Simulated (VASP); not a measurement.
# TiO2 (P1) in VASP: single point with r2SCAN

Aim: the single point of TiO2 with r2SCAN.

Everything below comes from runs of VASP 6.6.1. Logs are shortened: lines on timing, memory, paths and dates and some standing lists are left out, and cuts for length are marked.

## 1. The cell of the first run

The typed cell holds 6 atoms: a = 4.596 Å, b = 4.597 Å, c = 2.954 Å, α = 90.01°, β = 90.00°, γ = 89.99°.

## 2. Single point, r2SCAN

Contents of POSCAR:

```
TiO2
1.0
    4.5963878625      0.0002348421      0.0001216675
    0.0002572973      4.5970107601     -0.0002032899
    0.0000793234     -0.0001293338      2.9535624310
Ti O
2 4
Direct
    0.0000336140      0.0000864625     -0.0003973880
    0.4999891569      0.5000806422      0.4998958907
    0.3045618012      0.3046015715      0.0001208984
    0.1954270446      0.8046044620      0.5001011813
    0.6954229554      0.6953127259      0.0001352016
    0.8045654279      0.1953141359      0.5001442159
```

Contents of INCAR.step1:

```
PREC = Accurate
ENCUT = 520
ISMEAR = 0
SIGMA = 0.05
LREAL = F
LASPH = T
NELM = 100
NBANDS = 33
GGA = PE
ALGO = Normal
EDIFF = 1E-4
LWAVE = T
LCHARG = F
```

Contents of INCAR.step2:

```
PREC = Accurate
ENCUT = 520
EDIFF = 1E-7
ISMEAR = 0
SIGMA = 0.05
LREAL = F
LASPH = T
NELM = 100
ALGO = Normal
ISIF = 2
LWAVE = F
LCHARG = F
METAGGA = R2SCAN
LMIXTAU = T
NBANDS = 33
ISTART = 1
```

Contents of KPOINTS:

```
regular mesh
0
Gamma
  6 6 8
```

Potentials or basis: VASP PAW PBE potentials, release 64 (Ti_sv, O).

On the command line:

```
$ cat potpaw_PBE.64/Ti_sv/POTCAR potpaw_PBE.64/O/POTCAR > POTCAR
$ cp INCAR.step1 INCAR
$ mpirun -np 1 vasp_std > vasp.out
$ cp INCAR.step2 INCAR
$ mpirun -np 1 vasp_std > vasp.out
```

OUTCAR:

```text
PREC = Accurate
   ENCUT = 520
   EDIFF = 1E-7
   ISMEAR = 0
   LREAL = F
   LASPH = T
   NELM = 100
   ISIF = 2
   METAGGA = R2SCAN
   ISTART = 1

 ion  position               nearest neighbor table
   1  0.000  0.000  1.000-   6 1.95   4 1.95   6 1.95   4 1.95   3 1.98   5 1.98
   2  0.500  0.500  0.500-   5 1.95   3 1.95   5 1.95   3 1.95   4 1.98   6 1.98
   3  0.305  0.305  0.000-   2 1.95   2 1.95   1 1.98
   4  0.195  0.805  0.500-   1 1.95   1 1.95   2 1.98
   5  0.695  0.695  0.000-   2 1.95   2 1.95   1 1.98
   6  0.805  0.195  0.500-   1 1.95   1 1.95   2 1.98

  LATTYP: Found a triclinic cell.
 ALAT       =     4.5970107718
 B/A-ratio  =     1.4141934488
 C/A-ratio  =     0.6424963050
 COS(alpha) =     0.0000245314
 COS(beta)  =     0.0000880098
 COS(gamma) =     0.7071925333

  Lattice vectors:

 A1 = (   0.0002572973,   4.5970107601,  -0.0002032899)
 A2 = (   4.5966451598,   4.5972456022,  -0.0000816224)
 A3 = (  -0.0000793234,   0.0001293338,  -2.9535624310)

Analysis of symmetry for initial positions (statically):
=====================================================================
 Subroutine PRICEL returns:
 Original cell was already a primitive cell.

 Routine SETGRP: Setting up the symmetry group for a
 triclinic supercell.

 Subroutine GETGRP returns: Found  1 space group operations
 (whereof  1 operations were pure point group operations)
 out of a pool of  2 trial point group operations.

The static configuration has the point symmetry C_1 .

Analysis of symmetry for dynamics (positions and initial velocities):
=====================================================================
 Subroutine PRICEL returns:
 Original cell was already a primitive cell.

 Routine SETGRP: Setting up the symmetry group for a
 triclinic supercell.

 Subroutine GETGRP returns: Found  1 space group operations
 (whereof  1 operations were pure point group operations)
 out of a pool of  2 trial point group operations.

The dynamic configuration has the point symmetry C_1 .

 Subroutine INISYM returns: Found  1 space group operations
 (whereof  1 operations are pure point group operations),
 and found     1 'primitive' translations

----------------------------------------------------------------------------------------

                                     Primitive cell

  volume of cell :      62.4077

  direct lattice vectors                    reciprocal lattice vectors
     4.596387863  0.000234842  0.000121667     0.217562145 -0.000012177 -0.000005844
     0.000257297  4.597010760 -0.000203290    -0.000011115  0.217532666  0.000009526
     0.000079323 -0.000129334  2.953562431    -0.000008963  0.000014973  0.338574188

  length of vectors
     4.596387870  4.597010772  2.953562435     0.217562146  0.217532666  0.338574189

  position of ions in fractional coordinates (direct lattice)
     0.000033614  0.000086463  0.999602612
     0.499989157  0.500080642  0.499895891
     0.304561801  0.304601572  0.000120898
     0.195427045  0.804604462  0.500101181
     0.695422955  0.695312726  0.000135202
     0.804565428  0.195314136  0.500144216

  ion indices of the primitive-cell ions
   primitive index   ion index
                 1           1
                 2           2
                 3           3
                 4           4
                 5           5
                 6           6

----------------------------------------------------------------------------------------

 KPOINTS: regular mesh

Automatic generation of k-mesh.
 Grid dimensions read from file:
 generate k-points for:    6    6    8

 Generating k-lattice:

  Cartesian coordinates                     Fractional coordinates (reciprocal lattice)
     0.036260358 -0.000002030 -0.000000974     0.166666667  0.000000000  0.000000000
    -0.000001852  0.036255444  0.000001588    -0.000000000  0.166666667 -0.000000000
    -0.000001120  0.000001872  0.042321774    -0.000000000 -0.000000000  0.125000000

  Length of vectors
     0.036260358  0.036255444  0.042321774

  Shift w.r.t. Gamma in fractional coordinates (k-lattice)
     0.000000000  0.000000000  0.000000000

 -----------------------------------------------------------------------------
|                                                                             |
|           W    W    AA    RRRRR   N    N  II  N    N   GGGG   !!!           |
|           W    W   A  A   R    R  NN   N  II  NN   N  G    G  !!!           |
|           W    W  A    A  R    R  N N  N  II  N N  N  G       !!!           |
|           W WW W  AAAAAA  RRRRR   N  N N  II  N  N N  G  GGG   !            |
|           WW  WW  A    A  R   R   N   NN  II  N   NN  G    G                |
|           W    W  A    A  R    R  N    N  II  N    N   GGGG   !!!           |
|                                                                             |
|     Your reciprocal lattice and k-lattice belong to different lattice       |
|     classes:                                                                |
|                                                                             |
|        The reciprocal lattice is base-centered monoclinic,                  |
|        whereas your k-lattice is triclinic.                                 |
|                                                                             |
|     Results are often still useful ...                                      |
|                                                                             |
 -----------------------------------------------------------------------------

 Subroutine IBZKPT returns following result:
 ===========================================

 Found    148 irreducible k-points:

 Following reciprocal coordinates:
            Coordinates               Weight
  0.000000  0.000000  0.000000      1.000000
  0.166667 -0.000000  0.000000      2.000000
  0.000000 -0.166667  0.000000      2.000000
  0.333333 -0.000000  0.000000      2.000000
  0.000000 -0.333333  0.000000      2.000000
  0.500000 -0.000000  0.000000      1.000000
[... 16 lines left out ...]
  0.000000 -0.166667 -0.125000      2.000000
  0.333333 -0.000000  0.125000      2.000000
 [... further k-points ...]
   k-points           NKPTS =    148   k-points in BZ     NKDIM =    148   number of bands    NBANDS=     33
   number of dos      NEDOS =    301   number of ions     NIONS =      6
   total plane-waves  NPLWV =  31104
   dimension x,y,z NGX =    36 NGY =   36 NGZ =   24
   dimension x,y,z NGXF=    72 NGYF=   72 NGZF=   48
   ions per type =               2   4
   NGX,Y,Z   is equivalent  to a cutoff of  13.02, 13.02, 13.51 a.u.
   NGXF,Y,Z  is equivalent  to a cutoff of  26.04, 26.04, 27.02 a.u.
 SYSTEM =  unknown system
   PREC   = accura    normal or accurate (medium, high low for compatibility)
   ISTART =      1    job   : 0-new  1-cont  2-samecut
   ICHARG =      0    charge: 1-file 2-atom 10-const
   ISPIN  =      1    spin polarized calculation?
   LNONCOLLINEAR =      F non collinear calculations
   LSORBIT =      F    spin-orbit coupling
   LASPH  =      T    aspherical Exc in radial PAW
   ENCUT  =  520.0 eV  38.22 Ry    6.18 a.u.   8.55  8.55  5.49*2*pi/ulx,y,z
   NELM   =    100;   NELMIN=  2; NELMDL=  0     # of ELM steps
   EDIFF  = 0.1E-06   stopping-criterion for ELM
   LREAL  =      F    real-space projection
   EDIFFG = 0.1E-05   stopping-criterion for IOM
   NSW    =      0    number of steps for IOM
   IBRION =     -1    ionic relax: 0-MD 1-quasi-New 2-CG
   NFREE  =      0    steps in history (QN), initial steepest desc. (CG)
   ISIF   =      2    stress and relaxation
   ISYM   =      2    0-nonsym 1-usesym 2-fastsym
   POTIM  = 0.5000    time-step for ionic-motion
   TEBEG  =    0.0;   TEEND  =   0.0 temperature during run
   PSTRESS=    0.0 pullay stress
   NELECT =      48.0000    total number of electrons
   NUPDOWN=      -1.0000    fix difference up-down
   EMIN   =  10.00;   EMAX   =-10.00  energy-range for DOS
   EFERMI =   0.00;   METHOD = LEGACY
   ISMEAR =     0;   SIGMA  =   0.05  broadening in eV -4-tet -1-fermi 0-gaus
   EFERMI_NEDOS =   21; number of points for ismear=-14 and -15
   IALGO  =     38    algorithm
   IMIX   =      4    mixing-type and parameters
     AMIX     =   0.40;   BMIX     =  1.00
     AMIX_MAG =   1.60;   BMIX_MAG =  1.00
  volume/ion in A,a.u.               =      10.40        70.19
  Fermi-wavevector in a.u.,A,eV,Ry     =   1.499947  2.834488 30.610929  2.249840
  Thomas-Fermi vector in A             =   2.611511
   LORBIT       =      0    0 simple, 1 ext, 2 COOP (PROOUT), +10 PAW based schemes
   METAGGA = R2SCAN    functional components
   LHFCALC =     F    Hartree Fock is set to
   AEXX    =    0.0000 exact exchange contribution
   IVDW    =     0    specifies the selected vdW correction
   LEPSILON=     F    determine dielectric tensor
   LRPA    =     F    only Hartree local field effects (RPA)
 non-spin polarized calculation
 Gauss-broadening in eV      SIGMA  =   0.05
  energy-cutoff  :      520.00
  volume of cell :       62.41
 maximum number of plane-waves:      1700
 NGX is ok and might be reduce to    36
   NGX = 17   NGY = 17   NGZ = 11

 number of electron      48.0000021 magnetization

 Free energy of the ion-electron system (eV)
  ---------------------------------------------------
  ext. energy  EPLUGINS =         0.00000000
  ---------------------------------------------------
  free energy    TOTEN  =       -69.79416878 eV

  energy without entropy =      -69.79416878  energy(sigma->0) =      -69.79416878

 E-fermi :   4.9181     XC(G=0): -12.1572

 val. band max:        4.5448158368   @ k =   0.0000   0.0000   0.0000
 cond. band min:       6.7733170927   @ k =   0.0000   0.0000   0.0000
 fundamental gap:      2.2285012559
 Fermi energy:         4.9180890134

 k-point     1 :       0.0000    0.0000    0.0000
  band No.  band energies     occupation
      1     -54.5977      2.00000
      2     -54.5799      2.00000
      3     -29.8648      2.00000
      4     -29.8643      2.00000
      5     -29.6861      2.00000
      6     -29.6861      2.00000
[... 25 lines left out ...]
     32      11.5304      0.00000
     33      11.5312      0.00000
[... 797 lines left out ...]
      3     -29.8161      2.00000
      4     -29.8107      2.00000
      5     -29.7365      2.00000
      6     -29.7309      2.00000
[... 25 lines left out ...]
     32      10.8079      0.00000
     33      11.0748      0.00000

 [... further k-points ...]

------------------------ aborting loop because EDIFF is reached ----------------------------------------

  FORCE on cell =-STRESS in cart. coord.  units (eV):
  Direction    XX          YY          ZZ          XY          YZ          ZX
  --------------------------------------------------------------------------------------
  -------------------------------------------------------------------------------------
  Total        0.4047213      0.4007941      0.6802817     -0.0100404      0.0042896     -0.0027328
  in kB       10.3903048     10.2894820     17.4646962     -0.2577649      0.1101258     -0.0701589
  external PRESSURE =      12.7148277 kB  Pullay stress =       0.0000000 kB

 VOLUME and BASIS-vectors are now :
 -----------------------------------------------------------------------------
  energy-cutoff  :      520.00
  volume of cell :       62.41
      direct lattice vectors                 reciprocal lattice vectors
     4.596387863  0.000234842  0.000121667     0.217562145 -0.000012177 -0.000005844
     0.000257297  4.597010760 -0.000203290    -0.000011115  0.217532666  0.000009526
     0.000079323 -0.000129334  2.953562431    -0.000008963  0.000014973  0.338574188

 POSITION                                       TOTAL-FORCE (eV/Angst)
 -----------------------------------------------------------------------------------
      0.00023      0.00027      2.95239        -0.000349     -0.000749      0.002789
      2.29831      2.29893      1.47643         0.000195     -0.000837      0.000918
      1.39996      1.40033      0.00033        -0.023162     -0.023124     -0.000525
      0.89851      3.69876      1.47694         0.023019     -0.023097     -0.001239
      3.19661      3.19652      0.00034         0.023913      0.024060     -0.000677
      3.69818      0.89799      1.47727        -0.023617      0.023747     -0.001265
 -----------------------------------------------------------------------------------
    total drift:                                0.000046      0.000342     -0.000249

  FREE ENERGIE OF THE ION-ELECTRON SYSTEM (eV)
  ---------------------------------------------------
  free  energy   TOTEN  =       -69.7941687789 eV

  energy  without entropy=      -69.7941687789  energy(sigma->0) =      -69.79416878
```

Run time: 16 min. Hardware: 1 thread of Intel Xeon 6975P-C, shared host; peak memory 0.35 GiB.

Results:

```yaml
Free_energy: -69.7942 eV
Pressure: 1.3 GPa
Largest_force: 0.034 eV/Å
Band_gap_on_the_k_mesh: 2.23 eV, direct
```

Forces on the atoms (eV/Å):
```
Ti   0.000 -0.001  0.003
Ti   0.000 -0.001  0.001
O   -0.023 -0.023 -0.001
O    0.023 -0.023 -0.001
O    0.024  0.024 -0.001
O   -0.024  0.024 -0.001
```

Levels at points of the mesh, in eV from the valence-band top:
```csv
k point,band 21,band 22,band 23,band 24,band 25,band 26,band 27,band 28
"(0.00, 0.00, 0.00)",-0.76,-0.49,-0.49,0.00,2.23,2.55,2.79,2.88
"(0.50, 0.00, 0.00)",-1.70,-1.70,-0.77,-0.77,2.92,2.92,3.41,3.41
"(0.00, 0.50, 0.00)",-1.70,-1.70,-0.77,-0.77,2.92,2.92,3.41,3.41
"(0.50, 0.50, 0.00)",-1.38,-1.38,-1.13,-1.13,2.26,2.27,2.90,2.90
"(0.00, 0.00, 0.50)",-2.40,-2.40,-1.48,-1.48,3.33,3.34,3.59,3.59
"(0.50, 0.00, 0.50)",-2.08,-2.08,-1.09,-1.09,2.29,2.29,3.62,3.62
"(0.00, 0.50, 0.50)",-2.08,-2.07,-1.09,-1.09,2.29,2.29,3.62,3.62
"(0.50, 0.50, 0.50)",-1.32,-1.31,-0.72,-0.72,2.96,2.97,3.60,3.60
```

Caveat: the cell differs from its parent crystal (all atoms moved at random, sigma 0.1 Å a component, cell strained at random, sigma 0.03, then relaxed in part); the PAW data sets were made with another functional, which shifts forces and pressure a little. A k mesh can miss the band edges.
